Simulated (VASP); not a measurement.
A run of VASP 6.6.1:

The input INCAR:

```
SYSTEM = HfZrS4
ALGO = Normal
EDIFF = 1E-7
EDIFFG = -0.04
ENCUT = 600
GGA = PE
IBRION = 2
ISIF = 3
ISMEAR = 0
LASPH = .TRUE.
LCHARG = .FALSE.
LREAL = .FALSE.
LWAVE = .FALSE.
NELM = 100
NSW = 90
PREC = Accurate
SIGMA = 0.1
```

Contents of KPOINTS:

```
k-points
0
G
  4 6 4
  0 0 0
```

POSCAR

```
HfZrS4
1.0
    5.8727109400      0.0000000000      0.0000000000
    0.0000000000      3.5885029100      0.0000000000
    0.0000000000      0.0000000000      6.2154693600
Zr Hf S
1 1 4
Direct
    0.0000000000      0.5000000000      0.5000000000
    0.0000000000      0.0000000000      0.0000000000
    0.2379099700      0.5000000000      0.8333333300
    0.2379099700      0.0000000000      0.3333333300
    0.7620900300      0.0000000000      0.6666666700
    0.7620900300      0.5000000000      0.1666666700
```

Potentials or basis: VASP PAW PBE potentials, release 64 (Zr_sv, Hf_pv, S).

Command:

```bash
$ cat potpaw_PBE.64/Zr_sv/POTCAR potpaw_PBE.64/Hf_pv/POTCAR potpaw_PBE.64/S/POTCAR > POTCAR
$ mpirun -np 1 vasp_std > vasp.out
```

Hardware: 1 thread of Oxide Virtual Turin-like Processor (shared host).

Estimate the wall time of this run.

It took 44 min on 1 thread of Oxide Virtual Turin-like Processor, on a shared host, peak memory 0.36 GiB. Counts: scf iterations 182, k points 40, ion steps 17.
